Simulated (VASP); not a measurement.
Here is a VASP 6.6.1 calculation.

Contents of POSCAR:

```
Si
1.0
   10.8600000000      0.0000000000      0.0000000000
    0.0000000000      5.4300000000      0.0000000000
    0.0000000000      0.0000000000      5.4300000000
Si
15
Direct
    0.0005740000      0.9966860000      0.9921590000
    0.0028620000      0.5036580000      0.5014090000
    0.2539240000      0.0032970000      0.4986950000
    0.1204690000      0.2497770000      0.2512250000
    0.1247400000      0.7467910000      0.7517610000
    0.3744750000      0.2449760000      0.7545420000
    0.3679700000      0.7566100000      0.2540310000
    0.5017240000      0.9954420000      0.9968840000
    0.5043080000      0.4982360000      0.5079880000
    0.7511870000      0.9969860000      0.4993270000
    0.7489650000      0.5033010000      0.0024170000
    0.6236760000      0.2419470000      0.2570220000
    0.6274030000      0.7549770000      0.7402560000
    0.8762100000      0.2501360000      0.7411620000
    0.8705500000      0.7615670000      0.2525200000
```

File INCAR.step1:

```
SYSTEM = Si
PREC = Accurate
ENCUT = 400
EDIFF = 1E-5
ISMEAR = -1
SIGMA = 0.01
LREAL = .FALSE.
LASPH = .TRUE.
NELM = 120
ALGO = Normal
ISIF = 2
LWAVE = .TRUE.
NBANDS = 43
GGA = PE
GGA_COMPAT = .FALSE.
```

Contents of INCAR.step2:

```
SYSTEM = Si
PREC = Accurate
ENCUT = 400
EDIFF = 1E-6
ISMEAR = -1
SIGMA = 0.01
LREAL = .FALSE.
LASPH = .TRUE.
NELM = 120
ALGO = Normal
ISIF = 2
LWAVE = .FALSE.
LCHARG = .TRUE.
GGA = PE
LHFCALC = .TRUE.
HFSCREEN = 0.2079
PRECFOCK = Fast
LELF = .TRUE.
LVHAR = .TRUE.
NBANDS = 43
ISTART = 1
GGA_COMPAT = .FALSE.
```

Contents of KPOINTS:

```
regular mesh
0
G
  1 1 1
  0 0 0
```

Potentials or basis: VASP PAW PBE potentials, release 64 (Si).

Launch:

```sh
$ cat potpaw_PBE.64/Si/POTCAR > POTCAR
$ cp INCAR.step1 INCAR
$ mpirun -np 1 vasp_gam > vasp.out
$ cp INCAR.step2 INCAR
$ mpirun -np 1 vasp_gam > vasp.out
```

Problem. What does it give for the largest force?

Solution. 1.739 eV/Å.

Problem. Estimate the pressure.

Solution. 1.2 GPa.

Forces in eV/Å, atoms in the order of the input:
```
Si   0.010  0.203  0.350
Si  -0.313  0.361 -0.297
Si  -1.106  0.018  0.317
Si  -0.408 -0.410  0.115
Si  -0.028  0.457 -0.427
Si   1.012  0.075 -0.289
Si   1.694 -0.391  0.049
Si  -0.364 -0.240  0.195
Si  -0.943  0.166 -0.521
Si  -0.192  0.713  0.093
Si  -0.196 -0.580 -0.176
Si   0.176  0.415 -0.340
Si   0.192 -0.196  0.730
Si  -0.169  0.190  0.562
Si   0.633 -0.783 -0.359
```

Caveat: the k points lie up to 1.16 Å⁻¹ apart, too coarse for converged energies, forces and pressures; the PAW data sets were made with another functional, which shifts forces and pressure a little.
